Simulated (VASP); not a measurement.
Here is a VASP 6.6.1 calculation.

Contents of INCAR:

```
PREC = Accurate ; ENCUT = 520
EDIFF = 1E-6 ; ISMEAR = -1
SIGMA = 0.05 ; LREAL = False
LASPH = True ; NELM = 60
ALGO = Normal ; ISIF = 2
LWAVE = False ; LCHARG = True
GGA = PS ; LELF = True
LVHAR = True ; NBANDS = 44
```

KPOINTS

```
Automatic mesh
0
Gamma
  7 7 2
```

POSCAR

```
Ge2Sb2Te5
1.0
    4.2940644248      0.0000000000      0.0000000000
   -2.1470322124      3.7187688774      0.0000000000
    0.0000000000      0.0000000000     17.1013460000
Te Sb Ge
5 2 2
Direct
    0.6666666667      0.3333333333      0.4198920000
    0.3333333333      0.6666666667      0.5801080000
    0.3333333333      0.6666666667      0.2015420000
    0.6666666667      0.3333333333      0.7984580000
    0.0000000000      0.0000000000      0.0000000000
    0.0000000000      0.0000000000      0.3200680000
    0.0000000000      0.0000000000      0.6799320000
    0.6666666667      0.3333333333      0.1028950000
    0.3333333333      0.6666666667      0.8971050000
```

Potentials or basis: VASP PAW PBE potentials, release 64 (Te, Sb, Ge_d).

Command:

```sh
$ cat potpaw_PBE.64/Te/POTCAR potpaw_PBE.64/Sb/POTCAR potpaw_PBE.64/Ge_d/POTCAR > POTCAR
$ mpirun -np 1 vasp_std > vasp.out
```

Q: Estimate the band gap on the k mesh.

A: 0.27 eV.

Q: What does it give for the largest force?

A: 0.103 eV/Å.

Q: What does it give for the pressure?

A: -2.3 GPa.

Forces in eV/Å, atoms in the order of the input:
```
Te   0.000  0.000 -0.103
Te   0.000  0.000  0.103
Te   0.000  0.000 -0.038
Te   0.000  0.000  0.038
Te   0.000  0.000  0.000
Sb   0.000  0.000 -0.080
Sb   0.000  0.000  0.080
Ge   0.000  0.000 -0.084
Ge   0.000  0.000  0.084
```

Caveat: the PAW data sets were made with another functional, which shifts forces and pressure a little; spin-orbit coupling is left out, which moves the levels of the heavy elements; an odd mesh through Γ misses points on the zone boundary, where band edges can lie.
